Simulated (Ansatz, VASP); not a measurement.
# MgO: VASP beside Ansatz

```
Mg O
1.0
     0.00000    2.10217    2.10217
     2.10217    0.00000    2.10217
     2.10217    2.10217    0.00000
Mg O
1 1
Direct
  0.00000 0.00000 0.00000
  0.50000 0.50000 0.50000
```

Alike in both runs: task single point; functional PBE-based screened hybrid; k mesh 6 × 6 × 6; no spin polarisation.

|  | VASP | Ansatz |
| --- | --- | --- |
| version | VASP 6.6.1 | Ansatz 0.2.0 |
| potentials or method | VASP PAW PBE potentials, release 64 (Mg, O) | plane waves |
| plane-wave cutoff (eV) | 520 | 420 |
| occupations | gaussian, width 0.01 eV | fixed |
| valence electrons in the cell | 8 | 16 |

```csv
,VASP,Ansatz,Ansatz less VASP
gap on the k mesh at the Fermi level (eV),13.57,13.72,+0.153
pressure (GPa),-16.3,-16.7,-0.46
```

VASP's potentials were made for PBE, not for PBE-based screened hybrid. VASP's potentials hold 8 valence electrons a cell and Ansatz's 16, so a difference there can come from the potentials and not from the codes. Ansatz's warnings: stress exchange threshold loose, stress scf threshold loose.

The k mesh is coarse, so the values compare programs but aren't converged.
